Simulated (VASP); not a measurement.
The system is InPd.

```xyz
2
Lattice="0.0000 2.6112 2.6112 2.6112 0.0000 2.6112 2.6112 2.6112 0.0000" Properties=species:S:1:pos:R:3 pbc="T T T"
In    0.0000    0.0000    0.0000
Pd    2.6112    2.6112    2.6112
```

The cell was built from a structure type or drawn by symmetry, and may not be a known phase.

```yaml
Program: VASP 6.6.1
Task: relaxation of cell and atoms
Functional: PBE
Potentials_or_basis: VASP PAW PBE potentials, release 64 (In_d, Pd)
Cutoff: 600 eV
k_mesh: 6 × 6 × 6
Occupations: gaussian, width 0.1 eV
Spin: no spin polarisation
```

At the start: pressure 19.3 GPa; volume 17.80 Å³/atom.

Question: Where does the relaxation end?

Answer: Over 3 steps the energy falls by 149.8 meV/atom and the volume is 20.79 Å³/atom (+16.7 %); space group Fm-3m (No. 225, to 0.1 Å) before and after.

The path:
| step | energy change (eV) | largest force (eV/Å) | pressure (GPa) | volume (Å³) |
| --- | --- | --- | --- | --- |
| 1 | 0.0000 | 0.0000 | 19.33 | 35.61 |
| 2 | -0.1170 | 0.0000 | -7.81 | 47.86 |
| 3 | -0.2996 | 0.0000 | -0.17 | 41.57 |

Final structure:
```yaml
crystal:
  lattice:
    - [0.00000, 2.74951, 2.74951]
    - [2.74951, 0.00000, 2.74951]
    - [2.74951, 2.74951, 0.00000]
  atoms:
    - { symbol: In, position: [0.00000, 0.00000, 0.00000] }
    - { symbol: Pd, position: [0.50000, 0.50000, 0.50000] }
```

Caveat: the volume moved by over 15 % at a fixed basis, so the end points are rough.
